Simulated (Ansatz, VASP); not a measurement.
**Si3O8 in VASP and in Ansatz**

```
Si O
1.0
     8.71743    0.00000    0.00000
     0.00000    8.71743    0.00000
     0.00000    0.00000    3.46959
Si O
6 16
Direct
  0.50000 0.50000 0.00000
  0.00000 0.00000 0.00000
  0.86480 0.63520 0.00000
  0.13520 0.36480 0.00000
  0.63520 0.13520 0.00000
  0.36480 0.86480 0.00000
  0.50000 0.50000 0.50000
  0.68057 0.59065 0.00000
  0.31943 0.40935 0.00000
  0.59065 0.31943 0.00000
  0.40935 0.68057 0.00000
  0.00000 0.00000 0.50000
  0.90935 0.81943 0.00000
  0.09065 0.18057 0.00000
  0.81943 0.09065 0.00000
  0.18057 0.90935 0.00000
  0.86365 0.63635 0.50000
  0.00000 0.50000 0.00000
  0.13635 0.36365 0.50000
  0.63635 0.13635 0.50000
  0.50000 0.00000 0.00000
  0.36365 0.86365 0.50000
```

Alike in both runs: functional PBE; k mesh 2 × 2 × 6; occupations gaussian, width 0.1 eV; collinear spin.

Ansatz relaxed the structure, and its values are those at the end. VASP's run is a single point on that final structure, the one shown.

```csv
,VASP,Ansatz
version,VASP 6.6.1,Ansatz 0.2.0
potentials or method,"VASP PAW PBE potentials, release 64 (Si, O), cutoff 600 eV","scalar-relativistic, plane waves, PAW"
valence electrons in the cell,120,120
```

|  | VASP | Ansatz | Ansatz less VASP |
| --- | --- | --- | --- |
| gap on the k mesh at the Fermi level (eV) | none | none | - |
| pressure (GPa) | -0.2 | 0.0 | +0.22 |
| rms of the force components (eV/Å) | 0.015 | 0.007 | -0.0077 |
| net moment per atom (μB) | 0.33 | 0.33 | -0.002 |
| size of the moment on the site where the two differ most (μB) | 0.37 | 0.34 | -0.028 |

Site moments also hang on the region over which each program counts them. A gap of «none» marks a metal or a gap that the smearing closes.

The k mesh is coarse, so the values compare programs but aren't converged.
